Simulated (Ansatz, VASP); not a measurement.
**Sr2B in VASP and in Ansatz**

The input INCAR:

```
SYSTEM = Sr2B
PREC = Accurate ; ENCUT = 520
EDIFF = 1E-7 ; ISMEAR = -1
SIGMA = 0.05 ; LREAL = .False.
LASPH = .True. ; NELM = 80
ALGO = Normal ; ISIF = 2
LWAVE = .False. ; LCHARG = .False.
GGA = CA ; NBANDS = 18
```

File KPOINTS:

```
Automatic mesh
0
Gamma
  10 10 10
  0 0 0
```

POSCAR

```
Sr2B
1.0
    2.4343335881     -1.4054631524      3.9781943035
    0.0000000000      2.8109263047      3.9781943035
   -2.4343335881     -1.4054631524      3.9781943035
B Sr
1 2
Direct
    0.0000000000      0.0000000000      0.0000000000
    0.2499809164      0.2499809164      0.2499809164
    0.7500190836      0.7500190836      0.7500190836
```

Input for Ansatz:

```yaml
crystal:
  lattice:
    - [2.4343335881, -1.4054631524, 3.9781943035]
    - [0.0, 2.8109263047, 3.9781943035]
    - [-2.4343335881, -1.4054631524, 3.9781943035]
  atoms:
    - { symbol: B, position: [0.0, 0.0, 0.0] }
    - { symbol: Sr, position: [0.2499809164, 0.2499809164, 0.2499809164] }
    - { symbol: Sr, position: [0.7500190836, 0.7500190836, 0.7500190836] }
kpoints:
  mp_grid: { grid: [10, 10, 10] }
  band_path:
    path:
      - [0.0, 0.0, 0.0]
      - [0.5, 0.5, 0.5]
      - [0.7501233018, 0.2498766982, 0.5]
      - [0.5, -0.2498766982, 0.2498766982]
      - [0.5, 0.0, 0.0]
      - [0.0, 0.0, 0.0]
      - [0.3749383491, -0.3749383491, 0.0]
      - [0.6250616509, 0.0, 0.3749383491]
      - [0.5, 0.0, 0.5]
    npoints: 14
scf:
  occupations: { method: fermi_dirac, width: 0.05 }
hamiltonian:
  xc: lda
  pseudopotentials: { kind: all_electron, lapw: { basis_error: 0.0005 } }
output:
  forces: true
  stress: true
  eigenvalues: true
  populations: true
  dos: { projected: true, de: 0.2, e_range: [-14, 8] }
```

Alike in both runs: task single point; functional LDA; k mesh 10 × 10 × 10; occupations fermi-dirac, width 0.05 eV; no spin polarisation.

|  | VASP | Ansatz |
| --- | --- | --- |
| version | VASP 6.6.1 | Ansatz 0.2.0 |
| potentials or method | VASP PAW LDA potentials, release 64 (B, Sr_sv), cutoff 520 eV | all-electron LAPW, scalar-relativistic |

```tsv
	VASP	Ansatz	Ansatz less VASP
pressure (GPa)	0.2	0.0	-0.15
```

LDA's correlation is that of Perdew and Zunger in VASP and of Perdew and Wang (1992) in Ansatz. Ansatz ran all-electron here, and VASP with PAW potentials.
